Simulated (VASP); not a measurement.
# MnO2 (P-3m1) in VASP: single point with PBE+U

Aim: the single point of MnO2 with PBE+U.

Program: VASP 6.6.1. These are calculated values, not measurements. Logs are shortened: lines on timing, memory, paths and dates and some standing lists are left out, and cuts for length are marked.

### 1 The cell of the first run

The structure is trigonal, space group P-3m1 (No. 164). Conventional cell: a = 2.857 Å, b = 2.857 Å, c = 4.601 Å, α = 90.00°, β = 90.00°, γ = 120.00°. Within 2.5 Å of Mn (site symmetry -3m) lie 6 O at 1.90 Å. O (site symmetry 3m) has 3 Mn at 1.90 Å and 3 O at 2.51 Å within 2.6 Å.

### 2 Single point, PBE+U, collinear spin, antiferromagnetic start

INCAR

```
PREC     = Accurate       # precision mode
ENCUT    = 520            # plane-wave cutoff, eV
EDIFF    = 1E-6           # SCF threshold, eV
ISMEAR   = 0              # smearing method
SIGMA    = 0.02           # smearing width, eV
LREAL    = F              # projectors in reciprocal space
LASPH    = T              # aspherical terms in the spheres
NELM     = 150            # most SCF steps
ALGO     = Normal         # electronic algorithm
ISIF     = 2              # what is computed and relaxed
LWAVE    = F              # write WAVECAR
LCHARG   = T              # write CHGCAR
ISPIN    = 2              # spin polarisation
MAGMOM   = 4 -4 0 0 0 0   # initial moments
LORBIT   = 11             # projections on sites
LMAXMIX  = 4              # l up to which the mixer works
LDAU     = T              # DFT+U
LDAUTYPE = 2            
LDAUL    = 2 -1           # shell
LDAUU    = 3.9 0          # U, eV
LDAUJ    = 0 0          
LDAUPRINT= 1            
GGA      = PE             # functional
LELF     = T              # ELF
LVHAR    = T            
NBANDS   = 38             # bands
```

KPOINTS

```
Automatic mesh
0
Gamma
  12 6 6
```

POSCAR

```
MnO2
1.0
    2.8565781804      0.0000000000      0.0000000000
   -2.8565781804      4.9477385443      0.0000000000
    0.0000000000      0.0000000000      4.6013740589
Mn O
2 4
Direct
    0.0000000000      0.0000000000      0.5000000000
    0.0000000000      0.5000000000      0.5000000000
    0.6666666667      0.1666666667      0.2937074300
    0.3333333333      0.3333333333      0.7062925700
    0.6666666667      0.6666666667      0.2937074300
    0.3333333333      0.8333333333      0.7062925700
```

Potentials or basis: VASP PAW PBE potentials, release 64 (Mn_pv, O).

On the command line:

```
cat potpaw_PBE.64/Mn_pv/POTCAR potpaw_PBE.64/O/POTCAR > POTCAR
mpirun -np 1 vasp_std > vasp.out
```

OUTCAR:

```text
PREC = Accurate
   ENCUT = 520
   EDIFF = 1E-6
   ISMEAR = 0
   LREAL = F
   LASPH = T
   NELM = 150
   ISIF = 2
   ISPIN = 2
   LORBIT = 11
   GGA = PE

 ion  position               nearest neighbor table
   1  0.000  0.000  0.500-   4 1.90   5 1.90   3 1.90   3 1.90   6 1.90   6 1.90   2 2.86   2 2.86
                             2 2.86   2 2.86
   2  0.000  0.500  0.500-   3 1.90   6 1.90   4 1.90   5 1.90   5 1.90   4 1.90   1 2.86   1 2.86
                             1 2.86   1 2.86
   3  0.667  0.167  0.294-   2 1.90   1 1.90   1 1.90
   4  0.333  0.333  0.706-   1 1.90   2 1.90   2 1.90
   5  0.667  0.667  0.294-   1 1.90   2 1.90   2 1.90
   6  0.333  0.833  0.706-   2 1.90   1 1.90   1 1.90

  LATTYP: Found a simple orthorhombic cell.
 ALAT       =     2.8565781804
 B/A-ratio  =     1.6107992739
 C/A-ratio  =     1.7320508076

  Lattice vectors:

 A1 = (  -2.8565781804,   0.0000000000,   0.0000000000)
 A2 = (   0.0000000000,   0.0000000000,   4.6013740589)
 A3 = (   0.0000000000,   4.9477385443,   0.0000000000)

Analysis of symmetry for initial positions (statically):
=====================================================================
 Subroutine PRICEL returns following result:

  LATTYP: Found a hexagonal cell.
 ALAT       =     2.8565781804
 C/A-ratio  =     1.6107992739
[... 12 lines left out ...]
 Subroutine GETGRP returns: Found  4 space group operations
 (whereof  4 operations were pure point group operations)
 out of a pool of  8 trial point group operations.

The static configuration has the point symmetry C_2h.

Analysis of symmetry for dynamics (positions and initial velocities):
=====================================================================
 Subroutine PRICEL returns following result:

  LATTYP: Found a hexagonal cell.
 ALAT       =     2.8565781804
 C/A-ratio  =     1.6107992739
[... 12 lines left out ...]
 Subroutine GETGRP returns: Found  4 space group operations
 (whereof  4 operations were pure point group operations)
 out of a pool of  8 trial point group operations.

The dynamic configuration has the point symmetry C_2h.

Analysis of structural, dynamic, and magnetic symmetry:
=====================================================================
 Subroutine PRICEL returns following result:

  LATTYP: Found a hexagonal cell.
 ALAT       =     2.8565781804
 C/A-ratio  =     1.6107992739
[... 12 lines left out ...]
 Subroutine GETGRP returns: Found  4 space group operations
 (whereof  4 operations were pure point group operations)
 out of a pool of  8 trial point group operations.

The overall configuration has the point symmetry C_2h.

 Subroutine INISYM returns: Found  4 space group operations
 (whereof  4 operations are pure point group operations),
 and found     2 'primitive' translations

----------------------------------------------------------------------------------------

                                     Primitive cell

  volume of cell :      32.5170

  direct lattice vectors                    reciprocal lattice vectors
     2.856578180  0.000000000  0.000000000     0.350069187  0.202112539  0.000000000
    -1.428289090  2.473869272  0.000000000     0.000000000  0.404225078  0.000000000
     0.000000000  0.000000000  4.601374059     0.000000000  0.000000000  0.217326387

  length of vectors
     2.856578180  2.856578180  4.601374059     0.404225078  0.404225078  0.217326387

  position of ions in fractional coordinates (direct lattice)
     0.000000000  0.000000000  0.500000000
     0.666666667  0.333333333  0.293707430
     0.333333333  0.666666667  0.706292570

  ion indices of the primitive-cell ions
   primitive index   ion index
                 1           1
                 2           3
                 3           6

[... 114 lines left out ...]
 number of electron      50.0000028 magnetization      -0.0000000

atom =   1  type =  1  l = 2

 onsite density matrix

spin component  1

  0.7740 -0.0000  0.0000  0.2249  0.0000
 -0.0000  0.7149 -0.0005  0.0000  0.2106
  0.0000 -0.0005  0.9643 -0.0000  0.0039
  0.2249  0.0000 -0.0000  0.7068  0.0000
  0.0000  0.2106  0.0039  0.0000  0.7888

spin component  2

  0.2094  0.0000  0.0000 -0.1349 -0.0000
  0.0000  0.2261 -0.0050 -0.0000 -0.1258
  0.0000 -0.0050  0.0882  0.0000  0.0010
 -0.1349 -0.0000  0.0000  0.2342 -0.0000
 -0.0000 -0.1258  0.0010 -0.0000  0.2054

 occupancies and eigenvectors

  o =  0.0861  v =  0.0000  0.0000  0.0000  0.0000  0.0000  0.0000  0.4258  0.7893  0.0000  0.4424      0.0000  0.0000  0.0000  0.0000  0.0000  0.0000  0.0000  0.0000  0.0000  0.0000
  o =  0.0863  v =  0.0000  0.0000  0.0000  0.0000  0.0000 -0.7388  0.0000  0.0000 -0.6740 -0.0000      0.0000  0.0000  0.0000  0.0000  0.0000  0.0000  0.0000  0.0000  0.0000  0.0000
  o =  0.0915  v =  0.0000  0.0000  0.0000  0.0000  0.0000  0.0000 -0.5269  0.6138  0.0000 -0.5879      0.0000  0.0000  0.0000  0.0000  0.0000  0.0000  0.0000  0.0000  0.0000  0.0000
  o =  0.3421  v =  0.0000  0.0000  0.0000  0.0000  0.0000  0.0000 -0.7356  0.0172  0.0000  0.6772      0.0000  0.0000  0.0000  0.0000  0.0000  0.0000  0.0000  0.0000  0.0000  0.0000
  o =  0.3572  v =  0.0000  0.0000  0.0000  0.0000  0.0000 -0.6740  0.0000 -0.0000  0.7388  0.0000      0.0000  0.0000  0.0000  0.0000  0.0000  0.0000  0.0000  0.0000  0.0000  0.0000
  o =  0.5130  v =  0.6528  0.0000 -0.0000 -0.7575 -0.0000  0.0000  0.0000  0.0000  0.0000  0.0000      0.0000  0.0000  0.0000  0.0000  0.0000  0.0000  0.0000  0.0000  0.0000  0.0000
  o =  0.5380  v =  0.0000  0.7657  0.0067  0.0000 -0.6431  0.0000  0.0000  0.0000  0.0000  0.0000      0.0000  0.0000  0.0000  0.0000  0.0000  0.0000  0.0000  0.0000  0.0000  0.0000
  o =  0.9623  v =  0.0000  0.3976 -0.7909  0.0000  0.4652  0.0000  0.0000  0.0000  0.0000  0.0000      0.0000  0.0000  0.0000  0.0000  0.0000  0.0000  0.0000  0.0000  0.0000  0.0000
  o =  0.9677  v =  0.0000  0.5055  0.6119  0.0000  0.6083  0.0000  0.0000  0.0000  0.0000  0.0000      0.0000  0.0000  0.0000  0.0000  0.0000  0.0000  0.0000  0.0000  0.0000  0.0000
  o =  0.9677  v = -0.7575  0.0000 -0.0000 -0.6528 -0.0000  0.0000  0.0000  0.0000  0.0000  0.0000      0.0000  0.0000  0.0000  0.0000  0.0000  0.0000  0.0000  0.0000  0.0000  0.0000

atom =   2  type =  1  l = 2

 onsite density matrix

spin component  1

  0.2094 -0.0000  0.0000 -0.1349 -0.0000
 -0.0000  0.2261 -0.0050 -0.0000 -0.1258
  0.0000 -0.0050  0.0882 -0.0000  0.0010
 -0.1349 -0.0000 -0.0000  0.2342 -0.0000
 -0.0000 -0.1258  0.0010 -0.0000  0.2054

spin component  2

  0.7740 -0.0000  0.0000  0.2249  0.0000
 -0.0000  0.7149 -0.0005  0.0000  0.2106
  0.0000 -0.0005  0.9643 -0.0000  0.0039
  0.2249  0.0000 -0.0000  0.7068  0.0000
  0.0000  0.2106  0.0039  0.0000  0.7888

 occupancies and eigenvectors

  o =  0.0861  v =  0.0000  0.4258  0.7893  0.0000  0.4424  0.0000  0.0000  0.0000  0.0000  0.0000      0.0000  0.0000  0.0000  0.0000  0.0000  0.0000  0.0000  0.0000  0.0000  0.0000
  o =  0.0863  v = -0.7388  0.0000  0.0000 -0.6740 -0.0000  0.0000  0.0000  0.0000  0.0000  0.0000      0.0000  0.0000  0.0000  0.0000  0.0000  0.0000  0.0000  0.0000  0.0000  0.0000
  o =  0.0915  v =  0.0000 -0.5269  0.6138  0.0000 -0.5879  0.0000  0.0000  0.0000  0.0000  0.0000      0.0000  0.0000  0.0000  0.0000  0.0000  0.0000  0.0000  0.0000  0.0000  0.0000
  o =  0.3421  v =  0.0000  0.7356 -0.0172  0.0000 -0.6772  0.0000  0.0000  0.0000  0.0000  0.0000      0.0000  0.0000  0.0000  0.0000  0.0000  0.0000  0.0000  0.0000  0.0000  0.0000
  o =  0.3572  v =  0.6740  0.0000  0.0000 -0.7388 -0.0000  0.0000  0.0000  0.0000  0.0000  0.0000      0.0000  0.0000  0.0000  0.0000  0.0000  0.0000  0.0000  0.0000  0.0000  0.0000
  o =  0.5130  v =  0.0000  0.0000  0.0000  0.0000  0.0000  0.6528  0.0000 -0.0000 -0.7575 -0.0000      0.0000  0.0000  0.0000  0.0000  0.0000  0.0000  0.0000  0.0000  0.0000  0.0000
  o =  0.5380  v =  0.0000  0.0000  0.0000  0.0000  0.0000  0.0000  0.7657  0.0067  0.0000 -0.6431      0.0000  0.0000  0.0000  0.0000  0.0000  0.0000  0.0000  0.0000  0.0000  0.0000
  o =  0.9623  v =  0.0000  0.0000  0.0000  0.0000  0.0000  0.0000  0.3976 -0.7909  0.0000  0.4652      0.0000  0.0000  0.0000  0.0000  0.0000  0.0000  0.0000  0.0000  0.0000  0.0000
  o =  0.9677  v =  0.0000  0.0000  0.0000  0.0000  0.0000  0.0000  0.5055  0.6119  0.0000  0.6083      0.0000  0.0000  0.0000  0.0000  0.0000  0.0000  0.0000  0.0000  0.0000  0.0000
  o =  0.9677  v =  0.0000  0.0000  0.0000  0.0000  0.0000 -0.7575  0.0000 -0.0000 -0.6528 -0.0000      0.0000  0.0000  0.0000  0.0000  0.0000  0.0000  0.0000  0.0000  0.0000  0.0000

 number of electron      50.0000028 magnetization       0.0000000

 Free energy of the ion-electron system (eV)
  ---------------------------------------------------
  ext. energy  EPLUGINS =         0.00000000
  ---------------------------------------------------
  free energy    TOTEN  =       -42.25428254 eV

  energy without entropy =      -42.25428254  energy(sigma->0) =      -42.25428254

 E-fermi :   2.8201     XC(G=0): -10.8009

 val. band max:        2.5294833190   @ k =  -0.2500   0.1667   0.0000
 cond. band min:       4.6241707483   @ k =  -0.2500   0.0000   0.1667
 fundamental gap:      2.0946874293
 Fermi energy:         2.8200766271

 spin component 1

 k-point     1 :       0.0000    0.0000    0.0000
  band No.  band energies     occupation
      1     -47.4842      1.00000
      2     -47.4271      1.00000
      3     -47.3905      1.00000
      4     -44.2095      1.00000
      5     -44.1724      1.00000
      6     -43.9177      1.00000
[... 1913 lines left out ...]
     36      16.3666      0.00000
     37      18.2740      0.00000

 [... further k-points ...]

 [bands above 37 left out]

------------------------ aborting loop because EDIFF is reached ----------------------------------------

  FORCE on cell =-STRESS in cart. coord.  units (eV):
  Direction    XX          YY          ZZ          XY          YZ          ZX
  --------------------------------------------------------------------------------------
  -------------------------------------------------------------------------------------
  Total        4.5826560      4.6588391      3.1011393      0.0000000      0.0990573      0.0000000
  in kB      112.8983112    114.7751578     76.3996659      0.0000000      2.4403756      0.0000000
  external PRESSURE =     101.3577116 kB  Pullay stress =       0.0000000 kB

 VOLUME and BASIS-vectors are now :
 -----------------------------------------------------------------------------
  energy-cutoff  :      520.00
  volume of cell :       65.03
      direct lattice vectors                 reciprocal lattice vectors
     2.856578180  0.000000000  0.000000000     0.350069187  0.202112539  0.000000000
    -2.856578180  4.947738544  0.000000000     0.000000000  0.202112539  0.000000000
     0.000000000  0.000000000  4.601374059     0.000000000  0.000000000  0.217326387

 POSITION                                       TOTAL-FORCE (eV/Angst)
 -----------------------------------------------------------------------------------
      0.00000      0.00000      2.30069        -0.000000      0.000000      0.000000
     -1.42829      2.47387      2.30069         0.000000      0.000000      0.000000
      1.42829      0.82462      1.35146        -0.000000     -0.025603     -0.565781
      0.00000      1.64925      3.24992         0.000000      0.025603      0.565781
      0.00000      3.29849      1.35146        -0.000000     -0.025603     -0.565781
     -1.42829      4.12312      3.24992         0.000000      0.025603      0.565781
 -----------------------------------------------------------------------------------
    total drift:                               -0.000000      0.000000      0.000000

  FREE ENERGIE OF THE ION-ELECTRON SYSTEM (eV)
  ---------------------------------------------------
  free  energy   TOTEN  =       -42.2542825353 eV

  energy  without entropy=      -42.2542825353  energy(sigma->0) =      -42.25428254

 total charge

# of ion       s       p       d       tot
------------------------------------------
    1        0.362   6.480   4.879  11.720
    2        0.362   6.480   4.879  11.720
    3        1.582   3.433   0.000   5.015
    4        1.582   3.433   0.000   5.015
    5        1.582   3.433   0.000   5.015
    6        1.582   3.433   0.000   5.015
--------------------------------------------------
tot          7.053  26.691   9.757  43.501

 magnetization (x)

# of ion       s       p       d       tot
------------------------------------------
    1        0.014   0.027   2.983   3.023
    2       -0.014  -0.027  -2.983  -3.023
    3        0.001  -0.022   0.000  -0.021
    4       -0.001   0.022   0.000   0.021
    5       -0.001   0.022   0.000   0.021
    6        0.001  -0.022   0.000  -0.021
--------------------------------------------------
tot          0.000   0.000   0.000   0.000
```

It took 19 min on 1 thread of Oxide Virtual Turin-like, shared host; peak memory 0.5 GiB.

Results:

```
Free energy                                           : -42.2543 eV
Pressure                                              : 10.1 GPa
Largest force                                         : 0.566 eV/Å
Band gap on the k mesh                                : 2.09 eV
Net moment                                            : 0.00 μB per cell
Site moments                                          : Mn +3.02, -3.02; O -0.02, +0.02 (each value once) μB
Valence electrons inside the program's atomic spheres : Mn 11.72; O 5.01
```

Forces on the atoms (eV/Å):
```
Mn   0.000  0.000  0.000
Mn   0.000  0.000  0.000
O    0.000 -0.026 -0.566
O    0.000  0.026  0.566
O    0.000 -0.026 -0.566
O    0.000  0.026  0.566
```

Eigenvalues of the final occupation matrices:
```csv
site,spin,trace,eigenvalues
site 1 d,1,3.95,0.51 0.54 0.96 0.97 0.97
site 1 d,2,0.96,0.09 0.09 0.09 0.34 0.36
site 2 d,1,0.96,0.09 0.09 0.09 0.34 0.36
site 2 d,2,3.95,0.51 0.54 0.96 0.97 0.97
```

Caveat: the cell stands under pressure. A k mesh can miss the band edges.
